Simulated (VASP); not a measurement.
Sr2SO, 4 atoms in the cell. The structure is tetragonal, space group P4/mmm (No. 123). Conventional cell: a = 4.245 Å, b = 4.245 Å, c = 5.432 Å, α = 90.00°, β = 90.00°, γ = 90.00°. Within 3.6 Å of Sr (site symmetry 4/mmm) lie 2 S at 2.72 Å and 4 O at 3.00 Å. Within 3.6 Å of Sr (site symmetry 4/mmm) lie 2 O at 2.72 Å and 4 S at 3.00 Å. Within 3.6 Å of S (site symmetry 4/mmm) lie 6 Sr at 2.72 to 3.00 Å. O (site symmetry 4/mmm) has 6 Sr at 2.72 to 3.00 Å within 3.6 Å.  This cell differs from its parent crystal: strain +0.050 along x and y, -0.050 along z.

| Item | Value |
| --- | --- |
| Program | VASP 6.6.1 |
| Task | single point |
| Functional | LDA |
| Potentials or basis | VASP PAW LDA potentials, release 64 (Sr_sv, S, O) |
| Cutoff | 520 eV |
| k mesh | 8 × 8 × 6 |
| Occupations | gaussian, width 0.05 eV |
| Spin | no spin polarisation |
| Dipole correction | no |
| Further INCAR settings | ALGO = Normal; EDIFF = 1e-06; NBANDS = 24 |

Potentials or basis: VASP PAW LDA potentials, release 64 (Sr_sv, S, O).

Command:

```console
$ cat potpaw_LDA.64/Sr_sv/POTCAR potpaw_LDA.64/S/POTCAR potpaw_LDA.64/O/POTCAR > POTCAR
$ mpirun -np 1 vasp_std > vasp.out
```

Hardware: 1 thread of AMD EPYC 9R45 96-Core Processor (Zen 5) (shared host).

Estimate the wall time of this run.

Wall time 63 s on 1 thread of AMD EPYC 9R45 96-Core Processor (Zen 5), on a shared host, peak memory 0.23 GiB. Counts: scf iterations 15, k points 60.
